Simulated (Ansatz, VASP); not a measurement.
Cr: VASP beside Ansatz

```xyz
3
Lattice="4.1850 0.0000 0.0000 -2.0925 3.6243 0.0000 0.0000 0.0000 2.2590" Properties=species:S:1:pos:R:3 pbc="T T T"
Cr   -2.0925    3.6243    0.0000
Cr    0.0000    2.4162    1.1295
Cr    2.0925    1.2081    1.1295
```

Alike in both runs: functional PBEsol; k mesh 9 × 9 × 13; occupations fermi-dirac, width 0.1 eV; no spin polarisation.

Ansatz relaxed the structure, and its values are those at the end. VASP's run is a single point on that final structure, the one shown.

|  | VASP | Ansatz |
| --- | --- | --- |
| version | VASP 6.6.1 | Ansatz 0.2.0 |
| potentials or method | VASP PAW PBE potentials, release 64 (Cr_pv), cutoff 520 eV | plane waves (420 eV) with PAW, scalar-relativistic |
| valence electrons in the cell | 36 | 42 |

VASP gave:

```
pressure (GPa) : -0.4
```

Q: Which values does Ansatz return?

A: Pressure (GPa): 0.0.

VASP's potentials were made for PBE, not for PBEsol, and Ansatz warns of the same on its side. With one functional, cell and mesh, what is left measures potentials, basis and numerics. VASP's potentials hold 36 valence electrons a cell and Ansatz's 42, so a difference there can come from the potentials and not from the codes.
